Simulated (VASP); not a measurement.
Runs of VASP 6.6.1 on BeTe. The structure is that of space group Fm-3m (No. 225), or close to it. The cells are those of the table. 

```csv
task,cell,k mesh,cutoff (eV),gap on the mesh (eV),pressure (GPa)
single point,"a = 3.791 Å, angles 60.0°, 2 atoms",6 × 6 × 6,520,none,-0.1
relaxation of cell and atoms,"relaxed from a = 3.656 Å, angles 59.6°, 2 atoms",6 × 6 × 6,600,none,0.0
relaxation of cell and atoms,"relaxed from a = 3.792 Å, angles 60.0°, 2 atoms",18 × 18 × 18,600,none,0.0
single point,"a = 3.791 Å, angles 60.0°, 2 atoms",18 × 18 × 18,520,none,(a)
single point,"a = 3.656 Å, angles 59.6°, 2 atoms",6 × 6 × 6,520,none,10.0
```

Alike in all rows: level PBE; potentials or basis VASP PAW PBE potentials, release 64 (Be, Te); no spin polarisation; smearing gaussian 0.1 eV.

Question: Fill in the values left out.

Answer: (a) 0.1.

Caveats: spin-orbit coupling is left out, which moves the levels of the heavy elements; the relaxation stopped at its first step, so nothing moved (some runs).

A k mesh can miss the band edges, and the runs leave out spin-orbit coupling on Te.

A gap of «none» marks levels without a gap at the run's occupations.
